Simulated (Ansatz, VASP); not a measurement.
One calculation of CaSe, two programs

```xyz
2
Lattice="0.0000 2.9675 2.9675 2.9675 0.0000 2.9675 2.9675 2.9675 0.0000" Properties=species:S:1:pos:R:3 pbc="T T T"
Ca    0.0000    0.0000    0.0000
Se    2.9675    2.9675    2.9675
```

Alike in both runs: task single point; functional PBE; k mesh 8 × 8 × 8; no spin polarisation.

```csv
,VASP,Ansatz
version,VASP 6.6.1,Ansatz 0.2.0
potentials or method,"VASP PAW PBE potentials, release 64 (Ca_sv, Se)","plane waves, PAW"
plane-wave cutoff (eV),520,420
occupations,"gaussian, width 0.01 eV",fixed
valence electrons in the cell,16,26
```

Ansatz gave:

* gap on the k mesh at the Fermi level (eV): 2.06
* pressure (GPa): 0.6

**Question.** Which values does VASP return?

**Answer.** gap on the k mesh at the Fermi level (eV): 2.05; pressure (GPa): 0.7.

VASP's potentials hold 16 valence electrons a cell and Ansatz's 26, so a difference there can come from the potentials and not from the codes.
